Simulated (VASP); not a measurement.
The system is SnO.

```xyz
4
Lattice="3.8137 0.0000 0.0000 0.0000 3.8137 0.0000 0.0000 0.0000 4.8869" Properties=species:S:1:pos:R:3 pbc="T T T"
Sn    1.9068    0.0000    3.7367
Sn    0.0000    1.9068    1.1503
O     0.0000    0.0000    0.0000
O     1.9068    1.9068    0.0000
```

Program: VASP 6.6.1. Alike in all runs: task single point; potentials or basis VASP PAW PBE potentials, release 64 (Sn_d, O); no spin polarisation; cell as given; cutoff (eV) 520.

Q: Order these runs on this cell by their band gap on the k mesh, lowest first.
A. level RPBE; k mesh 7 × 7 × 6; smearing fermi-dirac 0.05 eV; dipole correction no
B. level PBEsol-based global hybrid with 25 % exact exchange; k mesh 4 × 4 × 3; smearing fermi-dirac 0.05 eV; dipole correction no; grid for exact exchange (PRECFOCK) Normal; share of exact exchange 0.25
C. level revPBE; k mesh 6 × 6 × 5; smearing gaussian 0.03 eV; tolerance level tight
D. level HSE06; k mesh 4 × 4 × 3; smearing fermi-dirac 0.05 eV; dipole correction no; grid for exact exchange (PRECFOCK) Normal; share of exact exchange 0.25; screening parameter 0.2079 1/Å

A: C (0.15 eV), A (0.37 eV), D (0.53 eV), B (1.20 eV).

Caveats: some runs use coarse meshes; spin-orbit coupling is left out, which moves the levels of the heavy elements; an odd mesh through Γ misses points on the zone boundary, where band edges can lie.

A k mesh can miss the band edges, odd and even meshes differently.
